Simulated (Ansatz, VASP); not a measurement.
## One calculation of ZnO, two programs

Contents of INCAR:

```
SYSTEM = ZnO
PREC = Accurate
ENCUT = 520
EDIFF = 1E-8
ISMEAR = -1
SIGMA = 0.01
LREAL = .False.
LASPH = .True.
NELM = 100
ALGO = Normal
ISIF = 2
LWAVE = .False.
LCHARG = .False.
GGA = CA
LEFG = .True.
NBANDS = 26
```

File KPOINTS:

```
Automatic mesh
0
Gamma
  8 8 5
  0 0 0
```

The input POSCAR:

```
ZnO
1.0
    3.3131286040      0.0000000000      0.0000000000
   -1.6565643020      2.8692535371      0.0000000000
    0.0000000000      0.0000000000      5.3058612053
Zn O
2 2
Direct
    0.3333333333      0.6666666667      0.0000000000
    0.6666666667      0.3333333333      0.5000000000
    0.3333333333      0.6666666667      0.3821000000
    0.6666666667      0.3333333333      0.8821000000
```

Input for Ansatz:

```yaml
crystal:
  lattice:
    - [3.313128604, 0.0, 0.0]
    - [-1.656564302, 2.8692535371, 0.0]
    - [0.0, 0.0, 5.3058612053]
  atoms:
    - { symbol: Zn, position: [0.3333333333, 0.6666666667, 0.0] }
    - { symbol: Zn, position: [0.6666666667, 0.3333333333, 0.5] }
    - { symbol: O, position: [0.3333333333, 0.6666666667, 0.3821] }
    - { symbol: O, position: [0.6666666667, 0.3333333333, 0.8821] }
kpoints:
  mp_grid: { grid: [8, 8, 5] }
scf:
  occupations: { method: fermi_dirac, width: 0.01 }
hamiltonian:
  xc: lda
  pseudopotentials: { kind: paw }
output:
  forces: true
  stress: true
  eigenvalues: true
  efg: { contact_densities: true }
```

Change from the starting cell: volume scaled by 1.06, PAW files.

Alike in both runs: task electric field gradients; functional LDA; k mesh 8 × 8 × 5; occupations fermi-dirac, width 0.01 eV; no spin polarisation.

```csv
,VASP,Ansatz
version,VASP 6.6.1,Ansatz 0.2.0
potentials or method,"VASP PAW LDA potentials, release 64 (Zn, O)","PAW with Ansatz's default frozen-core files, scalar-relativistic"
plane-wave cutoff (eV),520,420
valence electrons in the cell,36,36
```

```tsv
	VASP	Ansatz	Ansatz less VASP
gap on the k mesh at the Fermi level (eV)	0.65	0.64	-0.005
pressure (GPa)	-12.8	-13.6	-0.81
traceless stress, the component that is largest in VASP (GPa)	0.53	0.56	+0.028
rms of the force components (eV/Å)	0.023	0.022	-0.0008
size of Vzz on the site where it differs most (V/Å²)	7.2	6.9	-0.31
```

LDA's correlation is that of Perdew and Zunger in VASP and of Perdew and Wang (1992) in Ansatz. Atom by atom the forces differ by 0.001 eV/Å (rms over components).
